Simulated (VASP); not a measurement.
# TaN in VASP: further runs, part 3 of 3

VASP 6.6.1. Earlier steps stand in the parts before.

**5. Electric field gradients, PBE (equal xy, yz and zx shear strains of +2 %)**

INCAR

```
SYSTEM = TaN
PREC = Accurate ; ENCUT = 520
EDIFF = 1E-8 ; ISMEAR = -1
SIGMA = 0.02 ; LREAL = .False.
LASPH = .True. ; NELM = 80
ALGO = Normal ; ISIF = 2
LWAVE = .False. ; LCHARG = .False.
GGA = PE ; LEFG = .True.
NBANDS = 15
```

KPOINTS

```
regular mesh
0
Gamma
  9 9 9
  0 0 0
```

POSCAR

```
TaN
1.0
    0.0435800000      2.2007900000      2.2007900000
    2.2007900000      0.0435800000      2.2007900000
    2.2007900000      2.2007900000      0.0435800000
Ta N
1 1
Direct
    0.5000000000      0.5000000000      0.5000000000
    0.0000000000      0.0000000000      0.0000000000
```

Potentials or basis: VASP PAW PBE potentials, release 64 (Ta_pv, N).

Command:

```console
> cat potpaw_PBE.64/Ta_pv/POTCAR potpaw_PBE.64/N/POTCAR > POTCAR
> mpirun -np 1 vasp_std > vasp.out
```

OUTCAR:

```text
SYSTEM = TaN
   PREC = Accurate
   ENCUT = 520
   EDIFF = 1E-8
   ISMEAR = -1
   LREAL = .False.
   LASPH = .True.
   NELM = 80
   ISIF = 2
   GGA = PE

 ion  position               nearest neighbor table
   1  0.500  0.500  0.500-   2 2.18   2 2.18   2 2.18   2 2.18   2 2.18   2 2.18
   2  0.000  0.000  0.000-   1 2.18   1 2.18   1 2.18   1 2.18   1 2.18   1 2.18

  LATTYP: Found a trigonal (rhomboedric) cell.
 ALAT       =     3.1126921571
 COS(alpha) =     0.5197000882

  Lattice vectors:

 A1 = (   0.0435800000,   2.2007900000,   2.2007900000)
 A2 = (   2.2007900000,   0.0435800000,   2.2007900000)
 A3 = (   2.2007900000,   2.2007900000,   0.0435800000)

Analysis of symmetry for initial positions (statically):
=====================================================================
 Subroutine PRICEL returns:
 Original cell was already a primitive cell.

 Routine SETGRP: Setting up the symmetry group for a
 trigonal (rhombohedral) supercell.

 Subroutine GETGRP returns: Found 12 space group operations
 (whereof 12 operations were pure point group operations)
 out of a pool of 12 trial point group operations.

The static configuration has the point symmetry D_3d.

Analysis of symmetry for dynamics (positions and initial velocities):
=====================================================================
 Subroutine PRICEL returns:
 Original cell was already a primitive cell.

 Routine SETGRP: Setting up the symmetry group for a
 trigonal (rhombohedral) supercell.

 Subroutine GETGRP returns: Found 12 space group operations
 (whereof 12 operations were pure point group operations)
 out of a pool of 12 trial point group operations.

The dynamic configuration has the point symmetry D_3d.

 Subroutine INISYM returns: Found 12 space group operations
 (whereof 12 operations are pure point group operations),
 and found     1 'primitive' translations

----------------------------------------------------------------------------------------

                                     Primitive cell

  volume of cell :      20.6858

  direct lattice vectors                    reciprocal lattice vectors
     0.043580000  2.200790000  2.200790000    -0.234053227  0.229508504  0.229508504
     2.200790000  0.043580000  2.200790000     0.229508504 -0.234053227  0.229508504
     2.200790000  2.200790000  0.043580000     0.229508504  0.229508504 -0.234053227

  length of vectors
     3.112692157  3.112692157  3.112692157     0.400161492  0.400161492  0.400161492

  position of ions in fractional coordinates (direct lattice)
     0.500000000  0.500000000  0.500000000
     0.000000000  0.000000000  0.000000000

  ion indices of the primitive-cell ions
   primitive index   ion index
                 1           1
                 2           2

----------------------------------------------------------------------------------------

 KPOINTS: regular mesh

Automatic generation of k-mesh.
 Grid dimensions read from file:
 generate k-points for:    9    9    9

 Generating k-lattice:
[... 80 lines left out ...]
   IMIX   =      4    mixing-type and parameters
     AMIX     =   0.40;   BMIX     =  1.00
     AMIX_MAG =   1.60;   BMIX_MAG =  1.00
  volume/ion in A,a.u.               =      10.34        69.80
  Fermi-wavevector in a.u.,A,eV,Ry     =   1.502764  2.839812 30.726026  2.258299
  Thomas-Fermi vector in A             =   2.613962
   LORBIT       =      0    0 simple, 1 ext, 2 COOP (PROOUT), +10 PAW based schemes
   GGA     = PE    functional components
   LHFCALC =     F    Hartree Fock is set to
   AEXX    =    0.0000 exact exchange contribution
   IVDW    =     0    specifies the selected vdW correction
   LEPSILON=     F    determine dielectric tensor
   LRPA    =     F    only Hartree local field effects (RPA)
 non-spin polarized calculation
  energy-cutoff  :      520.00
  volume of cell :       20.69
 maximum number of plane-waves:       580
   NGX = 11   NGY = 11   NGZ = 11

 number of electron      15.9999999 magnetization

 Free energy of the ion-electron system (eV)
  ---------------------------------------------------
  ext. energy  EPLUGINS =         0.00000000
  ---------------------------------------------------
  free energy    TOTEN  =       -21.78101492 eV

  energy without entropy =      -21.77995281  energy(sigma->0) =      -21.78048386

 E-fermi :   9.7326     XC(G=0): -13.5913

 val. band max:        9.7293778640   @ k =  -0.1111   0.4444   0.1111
 cond. band min:       9.7829197267   @ k =  -0.4444   0.2222   0.1111
 fundamental gap:      0.0535418627
 Fermi energy:         9.7326352338

 k-point     1 :       0.0000    0.0000    0.0000
  band No.  band energies     occupation
      1     -25.9038      2.00000
      2     -25.8354      2.00000
      3     -25.8354      2.00000
      4      -9.2333      2.00000
      5       5.8371      2.00000
      6       6.0143      2.00000
      7       6.0143      2.00000
      8       7.3455      2.00000
      9       7.8335      2.00000
     10       7.8335      2.00000
     11       9.9503      0.00004
     12       9.9503      0.00004
     13      11.6465      0.00000
     14      19.2917      0.00000
[... 401 lines left out ...]
      2     -26.1920      2.00000
      3     -26.1315      2.00000
      4      -7.9242      2.00000
      5       2.8987      2.00000
      6       4.2767      2.00000
      7       5.0361      2.00000
      8       5.1997      2.00000
      9      11.9784      0.00000
     10      13.4705      0.00000
     11      13.5434      0.00000
     12      14.5334      0.00000
     13      17.3650      0.00000
     14      19.2813      0.00000
     15      22.2993      0.00000

 [... further k-points ...]

------------------------ aborting loop because EDIFF is reached ----------------------------------------

  FORCE on cell =-STRESS in cart. coord.  units (eV):
  Direction    XX          YY          ZZ          XY          YZ          ZX
  --------------------------------------------------------------------------------------
  -------------------------------------------------------------------------------------
  Total        2.0199021      2.0199021      2.0199021     -0.1427726     -0.1427726     -0.1427726
  in kB      156.4475123    156.4475123    156.4475123    -11.0581721    -11.0581721    -11.0581721
  external PRESSURE =     156.4475123 kB  Pullay stress =       0.0000000 kB

 VOLUME and BASIS-vectors are now :
 -----------------------------------------------------------------------------
  energy-cutoff  :      520.00
  volume of cell :       20.69
      direct lattice vectors                 reciprocal lattice vectors
     0.043580000  2.200790000  2.200790000    -0.234053227  0.229508504  0.229508504
     2.200790000  0.043580000  2.200790000     0.229508504 -0.234053227  0.229508504
     2.200790000  2.200790000  0.043580000     0.229508504  0.229508504 -0.234053227

 POSITION                                       TOTAL-FORCE (eV/Angst)
 -----------------------------------------------------------------------------------
      2.22258      2.22258      2.22258        -0.000000     -0.000000     -0.000000
      0.00000      0.00000      0.00000         0.000000      0.000000      0.000000
 -----------------------------------------------------------------------------------
    total drift:                                0.000000     -0.000000     -0.000000

  FREE ENERGIE OF THE ION-ELECTRON SYSTEM (eV)
  ---------------------------------------------------
  free  energy   TOTEN  =       -21.7810149160 eV

  energy  without entropy=      -21.7799528056  energy(sigma->0) =      -21.78048386

 Electric field gradients (V/A^2)
---------------------------------------------------------------------
 ion       V_xx      V_yy      V_zz      V_xy      V_xz      V_yz
---------------------------------------------------------------------
   1       0.000     0.000     0.000    -1.686    -1.686    -1.686
   2       0.000     0.000     0.000     1.082     1.082     1.082
---------------------------------------------------------------------

 Electric field gradients after diagonalization (V/A^2)
 (convention: |V_zz| > |V_xx| > |V_yy|)
----------------------------------------------------------------------
 ion       V_xx      V_yy      V_zz     asymmetry (V_yy - V_xx)/ V_zz
----------------------------------------------------------------------
   1       1.686     1.686    -3.373       0.000
   2      -1.082    -1.082     2.165       0.000
----------------------------------------------------------------------

           NMR quadrupolar parameters

 Cq : quadrupolar parameter    Cq=e*Q*V_zz/h
 eta: asymmetry parameters     (V_yy - V_xx)/ V_zz
 Q  : nuclear electric quadrupole moment in mb (millibarn)
----------------------------------------------------------------------
 ion       Cq(MHz)       eta       Q (mb)
----------------------------------------------------------------------
   1      -0.008       0.000       1.000
   2       0.005       0.000       1.000
----------------------------------------------------------------------
```

stdout:

```text
POSCAR found type information on POSCAR TaN
 POSCAR found :  2 types and       2 ions
 scaLAPACK will be used
 LDA part: xc-table for (Slater+PW92), standard interpolation
 POSCAR, INCAR and KPOINTS ok, starting setup
 FFT: planning ... GRIDC
 FFT: planning ... GRID_SOFT
 FFT: planning ... GRID
 WAVECAR not read
 entering main loop
ion   1

ion   2
```

It took 13 s on 1 thread of Intel Xeon Platinum 8488C (Sapphire Rapids), shared host; peak memory 0.15 GiB.

Results:

- Free energy: -21.7810 eV
- Pressure: 15.6 GPa
- Band gap on the k mesh: zero (band 8 reaches 11.39 eV, above the bottom of band 9 at 7.83 eV)

Levels at points of the mesh, in eV from the Fermi level:
| k point | band 4 | band 5 | band 6 | band 7 | band 8 | band 9 | band 10 | band 11 | band 12 | band 13 |
| --- | --- | --- | --- | --- | --- | --- | --- | --- | --- | --- |
| (0.00, 0.00, 0.00) | -18.97 | -3.90 | -3.72 | -3.72 | -2.39 | -1.90 | -1.90 | 0.22 | 0.22 | 1.91 |

Electric field gradients, principal values (V/Å²):
```tsv
atom	least	middle	greatest (by size)
1 Ta	1.686	1.686	-3.373
2 N	-1.082	-1.082	2.165
```

Caveat: the cell differs from its parent crystal (equal xy, yz and zx shear strains of +2 %); without QUAD_EFG the Cq values of the log hold for a quadrupole moment of 1 mb, not for the nuclei; spin-orbit coupling is left out, which moves the levels of the heavy elements.

**6. Electric field gradients, PBE (zz strain of +3 %)**

INCAR

```
  ALGO = Normal
  EDIFF = 1E-8
  ENCUT = 520
  GGA = PE
  ISIF = 2
  ISMEAR = -1
  LASPH = T
  LCHARG = F
  LEFG = T
  LREAL = F
  LWAVE = F
  NBANDS = 15
  NELM = 60
  PREC = Accurate
  SIGMA = 0.02
```

KPOINTS

```
k-points
0
Gamma
  9 9 9
```

POSCAR

```
TaN
1.0
    0.0000000000      2.1790000000      2.2443700000
    2.1790000000      0.0000000000      2.2443700000
    2.1790000000      2.1790000000      0.0000000000
Ta N
1 1
Direct
    0.5000000000      0.5000000000      0.5000000000
    0.0000000000      0.0000000000      0.0000000000
```

Potentials or basis: VASP PAW PBE potentials, release 64 (Ta_pv, N).

Command:

```console
> cat potpaw_PBE.64/Ta_pv/POTCAR potpaw_PBE.64/N/POTCAR > POTCAR
> mpirun -np 1 vasp_std > vasp.out
```

OUTCAR:

```text
EDIFF = 1E-8
   ENCUT = 520
   GGA = PE
   ISIF = 2
   ISMEAR = -1
   LASPH = T
   LREAL = F
   NELM = 60
   PREC = Accurate

 ion  position               nearest neighbor table
   1  0.500  0.500  0.500-   2 2.18   2 2.18   2 2.18   2 2.18   2 2.24   2 2.24
   2  0.000  0.000  0.000-   1 2.18   1 2.18   1 2.18   1 2.18   1 2.24   1 2.24

  LATTYP: Found a body centered tetragonal cell.
 ALAT       =     3.0815713524
 C/A-ratio  =     1.4566399692

  Lattice vectors:

 A1 = (  -2.1790000000,   0.0000000000,   2.2443700000)
 A2 = (   2.1790000000,   0.0000000000,   2.2443700000)
 A3 = (   0.0000000000,   2.1790000000,  -2.2443700000)

Analysis of symmetry for initial positions (statically):
=====================================================================
 Subroutine PRICEL returns:
 Original cell was already a primitive cell.

 Routine SETGRP: Setting up the symmetry group for a
 body centered tetragonal supercell.

 Subroutine GETGRP returns: Found 16 space group operations
 (whereof 16 operations were pure point group operations)
 out of a pool of 16 trial point group operations.

The static configuration has the point symmetry D_4h.

Analysis of symmetry for dynamics (positions and initial velocities):
=====================================================================
 Subroutine PRICEL returns:
 Original cell was already a primitive cell.

 Routine SETGRP: Setting up the symmetry group for a
 body centered tetragonal supercell.

 Subroutine GETGRP returns: Found 16 space group operations
[... 167 lines left out ...]
      9       7.5474      2.00000
     10       7.5474      2.00000
     11       9.2128      1.99994
     12       9.7919      0.00000
     13      11.2037      0.00000
     14      18.9349      0.00000
[... 401 lines left out ...]
      2     -26.4953      2.00000
      3     -26.4953      2.00000
      4      -8.0752      2.00000
      5       2.4740      2.00000
      6       4.1723      2.00000
      7       4.9480      2.00000
      8       4.9480      2.00000
      9      11.5557      0.00000
     10      12.9638      0.00000
     11      12.9638      0.00000
     12      13.8973      0.00000
     13      16.4783      0.00000
     14      18.6606      0.00000
     15      21.8963      0.00000

 [... further k-points ...]
[... 5 lines left out ...]
  --------------------------------------------------------------------------------------
  -------------------------------------------------------------------------------------
  Total        1.5060012      1.5060012     -0.9647398      0.0000000     -0.0000000     -0.0000000
  in kB      113.2131820    113.2131820    -72.5240214      0.0000000     -0.0000000     -0.0000000
  external PRESSURE =      51.3007809 kB  Pullay stress =       0.0000000 kB

 VOLUME and BASIS-vectors are now :
 -----------------------------------------------------------------------------
  energy-cutoff  :      520.00
  volume of cell :       21.31
      direct lattice vectors                 reciprocal lattice vectors
     0.000000000  2.179000000  2.244370000    -0.229463056  0.229463056  0.222779666
     2.179000000  0.000000000  2.244370000     0.229463056 -0.229463056  0.222779666
     2.179000000  2.179000000  0.000000000     0.229463056  0.229463056 -0.222779666

 POSITION                                       TOTAL-FORCE (eV/Angst)
 -----------------------------------------------------------------------------------
      2.17900      2.17900      2.24437        -0.000000      0.000000      0.000000
      0.00000      0.00000      0.00000         0.000000     -0.000000      0.000000
 -----------------------------------------------------------------------------------
    total drift:                                0.000000     -0.000000     -0.000000

  FREE ENERGIE OF THE ION-ELECTRON SYSTEM (eV)
  ---------------------------------------------------
  free  energy   TOTEN  =       -21.7989849437 eV

  energy  without entropy=      -21.7969412082  energy(sigma->0) =      -21.79796308

 Electric field gradients (V/A^2)
---------------------------------------------------------------------
 ion       V_xx      V_yy      V_zz      V_xy      V_xz      V_yz
---------------------------------------------------------------------
   1     -61.958   -61.958   123.916     0.000    -0.000    -0.000
   2      -4.922    -4.922     9.844     0.000     0.000     0.000
---------------------------------------------------------------------

 Electric field gradients after diagonalization (V/A^2)
 (convention: |V_zz| > |V_xx| > |V_yy|)
----------------------------------------------------------------------
 ion       V_xx      V_yy      V_zz     asymmetry (V_yy - V_xx)/ V_zz
----------------------------------------------------------------------
   1     -61.958   -61.958   123.916       0.000
   2      -4.922    -4.922     9.844       0.000
----------------------------------------------------------------------

           NMR quadrupolar parameters

 Cq : quadrupolar parameter    Cq=e*Q*V_zz/h
 eta: asymmetry parameters     (V_yy - V_xx)/ V_zz
 Q  : nuclear electric quadrupole moment in mb (millibarn)
----------------------------------------------------------------------
 ion       Cq(MHz)       eta       Q (mb)
----------------------------------------------------------------------
   1       0.300       0.000       1.000
   2       0.024       0.000       1.000
----------------------------------------------------------------------
```

stdout:

```text
POSCAR found type information on POSCAR TaN
 POSCAR found :  2 types and       2 ions
 scaLAPACK will be used
 LDA part: xc-table for (Slater+PW92), standard interpolation
 POSCAR, INCAR and KPOINTS ok, starting setup
 FFT: planning ... GRIDC
 FFT: planning ... GRID_SOFT
 FFT: planning ... GRID
 WAVECAR not read
 entering main loop
ion   1

ion   2
```

Run time: 38 s. Hardware: 1 thread of AMD EPYC 7R13, shared host; peak memory 0.13 GiB.

Results:

```yaml
Free_energy: -21.7990 eV
Pressure: 5.1 GPa
Band_gap_on_the_k_mesh: zero (band 8 reaches 11.06 eV, above the bottom of band 9 at 7.55 eV)
```

Stress tensor (GPa, compression positive):
```
11.32  0.00  0.00
 0.00 11.32  0.00
 0.00  0.00 -7.25
```

Electric field gradients, principal values (V/Å²):
| atom | least | middle | greatest (by size) |
| --- | --- | --- | --- |
| 1 Ta | -61.958 | -61.958 | 123.916 |
| 2 N | -4.922 | -4.922 | 9.844 |

Caveat: the cell differs from its parent crystal (zz strain of +3 %); without QUAD_EFG the Cq values of the log hold for a quadrupole moment of 1 mb, not for the nuclei; spin-orbit coupling is left out, which moves the levels of the heavy elements.

**7. Summary**

| cell | gap on the mesh (eV) | pressure (GPa) |
| --- | --- | --- |
| a = 3.051, b = 3.051, c = 3.020 Å, angles 60.3, 60.3, 59.3°, 2 atoms | none | 33.4 |
| a = 3.036 Å, angles 62.0°, 2 atoms | none | 15.8 |
| a = 3.066 Å, angles 60.7°, 2 atoms | none | 15.5 |
| a = 3.113 Å, angles 58.7°, 2 atoms | none | 15.6 |
| a = 3.128, b = 3.128, c = 3.082 Å, angles 60.5, 60.5, 59.0°, 2 atoms | none | 5.1 |

Alike in all rows: task electric field gradients; level PBE; potentials or basis VASP PAW PBE potentials, release 64 (Ta_pv, N); no spin polarisation; k mesh 9 × 9 × 9; cutoff (eV) 520; smearing fermi-dirac 0.02 eV.

Caveats: spin-orbit coupling is left out, which moves the levels of the heavy elements.

Absolute energies hang on the potentials; compare differences alone.
